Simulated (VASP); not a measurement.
# BiS (Pm-3m) in VASP: notebook

Runs on BiS. Level: PBE. Tasks: electric field gradients, single point.

All numbers are computed with VASP 6.6.1; they aren't measurements. Logs are shortened: lines on timing, memory, paths and dates and some standing lists are left out, and cuts for length are marked.

## Step 1: The cell of the first run

The structure is cubic, space group Pm-3m (No. 221). Conventional cell: a = 4.003 Å, b = 4.003 Å, c = 4.003 Å, α = 90.00°, β = 90.00°, γ = 90.00°. Bi (site symmetry m-3m) has 8 S at 3.47 Å and 6 Bi at 4.00 Å within 4.6 Å. Within 4.6 Å of S (site symmetry m-3m) lie 8 Bi at 3.47 Å and 6 S at 4.00 Å.

## Step 2: Electric field gradients, PBE

Contents of INCAR:

```
PREC = Accurate ; ENCUT = 520
EDIFF = 1E-8 ; ISMEAR = -1
SIGMA = 0.05 ; LREAL = F
LASPH = T ; NELM = 80
ALGO = Normal ; ISIF = 2
LWAVE = F ; LCHARG = F
GGA = PE ; LEFG = T
NBANDS = 18
```

Contents of KPOINTS:

```
regular mesh
0
Gamma
  7 7 7
```

Contents of POSCAR:

```
BiS
1.0
    4.0029443400      0.0000000000      0.0000000000
    0.0000000000      4.0029443400      0.0000000000
    0.0000000000      0.0000000000      4.0029443400
Bi S
1 1
Direct
    0.5000000000      0.5000000000      0.5000000000
    0.0000000000      0.0000000000      0.0000000000
```

Potentials or basis: VASP PAW PBE potentials, release 64 (Bi_d, S).

Run with:

```sh
$ cat potpaw_PBE.64/Bi_d/POTCAR potpaw_PBE.64/S/POTCAR > POTCAR
$ mpirun -np 1 vasp_std > vasp.out
```

OUTCAR:

```text
PREC = Accurate
   ENCUT = 520
   EDIFF = 1E-8
   ISMEAR = -1
   LREAL = F
   LASPH = T
   NELM = 80
   ISIF = 2
   GGA = PE

 ion  position               nearest neighbor table
   1  0.500  0.500  0.500-
   2  0.000  0.000  0.000-

  LATTYP: Found a simple cubic cell.
 ALAT       =     4.0029443400

  Lattice vectors:

 A1 = (   4.0029443400,   0.0000000000,   0.0000000000)
 A2 = (   0.0000000000,   4.0029443400,   0.0000000000)
 A3 = (   0.0000000000,   0.0000000000,   4.0029443400)

Analysis of symmetry for initial positions (statically):
=====================================================================
 Subroutine PRICEL returns:
 Original cell was already a primitive cell.

 Routine SETGRP: Setting up the symmetry group for a
 simple cubic supercell.

 Subroutine GETGRP returns: Found 48 space group operations
 (whereof 48 operations were pure point group operations)
 out of a pool of 48 trial point group operations.

The static configuration has the point symmetry O_h .

Analysis of symmetry for dynamics (positions and initial velocities):
=====================================================================
 Subroutine PRICEL returns:
 Original cell was already a primitive cell.

 Routine SETGRP: Setting up the symmetry group for a
 simple cubic supercell.

 Subroutine GETGRP returns: Found 48 space group operations
 (whereof 48 operations were pure point group operations)
 out of a pool of 48 trial point group operations.

The dynamic configuration has the point symmetry O_h .

 Subroutine INISYM returns: Found 48 space group operations
 (whereof 48 operations are pure point group operations),
 and found     1 'primitive' translations

----------------------------------------------------------------------------------------

                                     Primitive cell

  volume of cell :      64.1414

  direct lattice vectors                    reciprocal lattice vectors
     4.002944340  0.000000000  0.000000000     0.249816114  0.000000000  0.000000000
     0.000000000  4.002944340  0.000000000     0.000000000  0.249816114  0.000000000
     0.000000000  0.000000000  4.002944340     0.000000000  0.000000000  0.249816114

  length of vectors
     4.002944340  4.002944340  4.002944340     0.249816114  0.249816114  0.249816114

  position of ions in fractional coordinates (direct lattice)
     0.500000000  0.500000000  0.500000000
     0.000000000  0.000000000  0.000000000

  ion indices of the primitive-cell ions
   primitive index   ion index
                 1           1
                 2           2

----------------------------------------------------------------------------------------

 KPOINTS: regular mesh

Automatic generation of k-mesh.
 Grid dimensions read from file:
 generate k-points for:    7    7    7

 Generating k-lattice:

  Cartesian coordinates                     Fractional coordinates (reciprocal lattice)
     0.035688016  0.000000000  0.000000000     0.142857143  0.000000000  0.000000000
     0.000000000  0.035688016  0.000000000     0.000000000  0.142857143  0.000000000
     0.000000000  0.000000000  0.035688016     0.000000000  0.000000000  0.142857143

  Length of vectors
     0.035688016  0.035688016  0.035688016

  Shift w.r.t. Gamma in fractional coordinates (k-lattice)
     0.000000000  0.000000000  0.000000000

 Subroutine IBZKPT returns following result:
 ===========================================

 Found     20 irreducible k-points:

 Following reciprocal coordinates:
            Coordinates               Weight
  0.000000  0.000000  0.000000      1.000000
  0.142857  0.000000  0.000000      6.000000
  0.285714  0.000000  0.000000      6.000000
  0.428571  0.000000  0.000000      6.000000
  0.142857  0.142857  0.000000     12.000000
  0.285714  0.142857  0.000000     24.000000
[... 12 lines left out ...]
  0.428571  0.428571  0.285714     24.000000
  0.428571  0.428571  0.428571      8.000000
   k-points           NKPTS =     20   k-points in BZ     NKDIM =     20   number of bands    NBANDS=     18
   number of dos      NEDOS =    301   number of ions     NIONS =      2
   total plane-waves  NPLWV =  27000
   dimension x,y,z NGX =    30 NGY =   30 NGZ =   30
   dimension x,y,z NGXF=    60 NGYF=   60 NGZF=   60
   ions per type =               1   1
   NGX,Y,Z   is equivalent  to a cutoff of  12.46, 12.46, 12.46 a.u.
   NGXF,Y,Z  is equivalent  to a cutoff of  24.92, 24.92, 24.92 a.u.
 SYSTEM =  unknown system
   PREC   = accura    normal or accurate (medium, high low for compatibility)
   ISTART =      0    job   : 0-new  1-cont  2-samecut
   ICHARG =      2    charge: 1-file 2-atom 10-const
   ISPIN  =      1    spin polarized calculation?
   LNONCOLLINEAR =      F non collinear calculations
   LSORBIT =      F    spin-orbit coupling
   LASPH  =      T    aspherical Exc in radial PAW
   ENCUT  =  520.0 eV  38.22 Ry    6.18 a.u.   7.44  7.44  7.44*2*pi/ulx,y,z
   NELM   =     80;   NELMIN=  2; NELMDL= -5     # of ELM steps
   EDIFF  = 0.1E-07   stopping-criterion for ELM
   LREAL  =      F    real-space projection
   EDIFFG = 0.1E-06   stopping-criterion for IOM
   NSW    =      0    number of steps for IOM
   IBRION =     -1    ionic relax: 0-MD 1-quasi-New 2-CG
   NFREE  =      0    steps in history (QN), initial steepest desc. (CG)
   ISIF   =      2    stress and relaxation
   ISYM   =      2    0-nonsym 1-usesym 2-fastsym
   POTIM  = 0.5000    time-step for ionic-motion
   TEBEG  =    0.0;   TEEND  =   0.0 temperature during run
   PSTRESS=    0.0 pullay stress
   NELECT =      21.0000    total number of electrons
   NUPDOWN=      -1.0000    fix difference up-down
   EMIN   =  10.00;   EMAX   =-10.00  energy-range for DOS
   EFERMI =   0.00;   METHOD = LEGACY
   ISMEAR =    -1;   SIGMA  =   0.05  broadening in eV -4-tet -1-fermi 0-gaus
   EFERMI_NEDOS =   21; number of points for ismear=-14 and -15
   IALGO  =     38    algorithm
   IMIX   =      4    mixing-type and parameters
     AMIX     =   0.40;   BMIX     =  1.00
     AMIX_MAG =   1.60;   BMIX_MAG =  1.00
  volume/ion in A,a.u.               =      32.07       216.42
  Fermi-wavevector in a.u.,A,eV,Ry     =   1.128327  2.132229 17.321879  1.273122
  Thomas-Fermi vector in A             =   2.265017
   LORBIT       =      0    0 simple, 1 ext, 2 COOP (PROOUT), +10 PAW based schemes
   GGA     = PE    functional components
   LHFCALC =     F    Hartree Fock is set to
   AEXX    =    0.0000 exact exchange contribution
   IVDW    =     0    specifies the selected vdW correction
   LEPSILON=     F    determine dielectric tensor
   LRPA    =     F    only Hartree local field effects (RPA)
 non-spin polarized calculation
  energy-cutoff  :      520.00
  volume of cell :       64.14
 maximum number of plane-waves:      1751
 NGX is ok and might be reduce to    30
   NGX = 15   NGY = 15   NGZ = 15

 number of electron      21.0000014 magnetization

 Free energy of the ion-electron system (eV)
  ---------------------------------------------------
  ext. energy  EPLUGINS =         0.00000000
  ---------------------------------------------------
  free energy    TOTEN  =        -7.10821466 eV

  energy without entropy =       -7.09739280  energy(sigma->0) =       -7.10280373

 E-fermi :   4.4817     XC(G=0):  -9.1262

 val. band max:        4.4556670156   @ k =   0.2857   0.0000   0.0000
 cond. band min:       4.5818813115   @ k =   0.2857   0.1429   0.1429
 fundamental gap:      0.1262142959
 Fermi energy:         4.4817207552

 k-point     1 :       0.0000    0.0000    0.0000
  band No.  band energies     occupation
      1     -19.2668      2.00000
      2     -19.2668      2.00000
      3     -19.2219      2.00000
      4     -19.2219      2.00000
      5     -19.2219      2.00000
      6      -8.5930      2.00000
[... 10 lines left out ...]
     17      15.2199      0.00000
     18      15.2199      0.00000

 k-point     2 :       0.1429    0.0000    0.0000
  band No.  band energies     occupation
      1     -19.2666      2.00000
      2     -19.2609      2.00000
      3     -19.2235      2.00000
      4     -19.2235      2.00000
      5     -19.2218      2.00000
      6      -8.4638      2.00000
[... 10 lines left out ...]
     17      14.8859      0.00000
     18      14.8859      0.00000
[... 358 lines left out ...]
 k-point    20 :       0.4286    0.4286    0.4286
  band No.  band energies     occupation
      1     -19.2381      2.00000
      2     -19.2379      2.00000
      3     -19.2379      2.00000
      4     -19.2206      2.00000
      5     -19.2206      2.00000
      6      -7.0474      2.00000
[... 10 lines left out ...]
     17      17.3844      0.00000
     18      17.6236      0.00000

------------------------ aborting loop because EDIFF is reached ----------------------------------------

  FORCE on cell =-STRESS in cart. coord.  units (eV):
  Direction    XX          YY          ZZ          XY          YZ          ZX
  --------------------------------------------------------------------------------------
  -------------------------------------------------------------------------------------
  Total       -4.3969389     -4.3969389     -4.3969389      0.0000000      0.0000000     -0.0000000
  in kB     -109.8303469   -109.8303469   -109.8303469      0.0000000      0.0000000     -0.0000000
  external PRESSURE =    -109.8303469 kB  Pullay stress =       0.0000000 kB

 VOLUME and BASIS-vectors are now :
 -----------------------------------------------------------------------------
  energy-cutoff  :      520.00
  volume of cell :       64.14
      direct lattice vectors                 reciprocal lattice vectors
     4.002944340  0.000000000  0.000000000     0.249816114  0.000000000  0.000000000
     0.000000000  4.002944340  0.000000000     0.000000000  0.249816114  0.000000000
     0.000000000  0.000000000  4.002944340     0.000000000  0.000000000  0.249816114

 POSITION                                       TOTAL-FORCE (eV/Angst)
 -----------------------------------------------------------------------------------
      2.00147      2.00147      2.00147         0.000000      0.000000      0.000000
      0.00000      0.00000      0.00000         0.000000      0.000000      0.000000
 -----------------------------------------------------------------------------------
    total drift:                                0.000000      0.000000      0.000000

  FREE ENERGIE OF THE ION-ELECTRON SYSTEM (eV)
  ---------------------------------------------------
  free  energy   TOTEN  =        -7.1082146580 eV

  energy  without entropy=       -7.0973928028  energy(sigma->0) =       -7.10280373

 Electric field gradients (V/A^2)
---------------------------------------------------------------------
 ion       V_xx      V_yy      V_zz      V_xy      V_xz      V_yz
---------------------------------------------------------------------
   1       0.000    -0.000    -0.000     0.000    -0.000    -0.000
   2      -0.000    -0.000    -0.000    -0.000    -0.000    -0.000
---------------------------------------------------------------------

 Electric field gradients after diagonalization (V/A^2)
 (convention: |V_zz| > |V_xx| > |V_yy|)
----------------------------------------------------------------------
 ion       V_xx      V_yy      V_zz     asymmetry (V_yy - V_xx)/ V_zz
----------------------------------------------------------------------
   1       0.000    -0.000    -0.000       0.059
   2      -0.000    -0.000    -0.000      -0.051
----------------------------------------------------------------------

           NMR quadrupolar parameters

 Cq : quadrupolar parameter    Cq=e*Q*V_zz/h
 eta: asymmetry parameters     (V_yy - V_xx)/ V_zz
 Q  : nuclear electric quadrupole moment in mb (millibarn)
----------------------------------------------------------------------
 ion       Cq(MHz)       eta       Q (mb)
----------------------------------------------------------------------
   1      -0.000       0.059       1.000
   2      -0.000      -0.051       1.000
----------------------------------------------------------------------
```

Run time: 37 s. Hardware: 1 thread of AMD EPYC 7R13, shared host; peak memory 0.14 GiB.

Results:

| Property | Result |
| --- | --- |
| Free energy | -7.1082 eV |
| Pressure | -11.0 GPa |
| Band gap on the k mesh | zero (an odd number of electrons rules out a gap without spin polarisation) |
| Largest electric field gradient by atom | zero within the noise of the run |

Levels at points of the mesh, in eV from the Fermi level:
```tsv
k point	band 7	band 8	band 9	band 10	band 11	band 12	band 13	band 14
(0.00, 0.00, 0.00)	-10.03	-2.18	-2.18	-2.18	2.51	2.51	2.51	4.51
```

Caveat: the cell stands under tension; spin-orbit coupling is left out, which moves the levels of the heavy elements.

## Step 3: Single point, PBE

POSCAR is that of step 2.

Contents of INCAR.step1:

```
PREC = Accurate ; ENCUT = 520
EDIFF = 1E-6 ; ISMEAR = -1
SIGMA = 0.05 ; LREAL = F
LASPH = T ; NELM = 60
ALGO = Normal ; ISIF = 2
LWAVE = F ; LCHARG = T
GGA = PE ; NBANDS = 18
```

Contents of KPOINTS.step1:

```
Automatic mesh
0
Gamma
  7 7 7
```

Contents of INCAR.step2:

```
PREC = Accurate ; ENCUT = 520
EDIFF = 1E-6 ; ISMEAR = -5
SIGMA = 0.05 ; LREAL = F
LASPH = T ; NELM = 60
ALGO = Normal ; ISIF = 2
LWAVE = F ; LCHARG = F
GGA = PE ; LORBIT = 10
NEDOS = 2001 ; ICHARG = 11
```

Contents of KPOINTS.step2:

```
Automatic mesh
0
Gamma
  11 11 11
```

Potentials or basis: VASP PAW PBE potentials, release 64 (Bi_d, S).

Run with:

```sh
$ cat potpaw_PBE.64/Bi_d/POTCAR potpaw_PBE.64/S/POTCAR > POTCAR
$ cp INCAR.step1 INCAR
$ cp KPOINTS.step1 KPOINTS
$ mpirun -np 1 vasp_std > vasp.out
$ cp INCAR.step2 INCAR
$ cp KPOINTS.step2 KPOINTS
$ mpirun -np 1 vasp_std > vasp.out
```

Wall time 80 s (1 thread of AMD EPYC 7R13, shared host); peak memory 0.16 GiB.

Results (log left out):

* Valence electrons inside the program's atomic spheres: Bi 12.47; S 3.54

Levels at points of the mesh, in eV from the Fermi level:
```csv
k point,band 6,band 7,band 8,band 9,band 10,band 11,band 12,band 13,band 14
"(0.00, 0.00, 0.00)",-13.02,-9.98,-2.12,-2.12,-2.12,2.57,2.57,2.57,4.56
```

Caveat: spin-orbit coupling is left out, which moves the levels of the heavy elements; tetrahedron occupations give inexact forces and stress in metals.
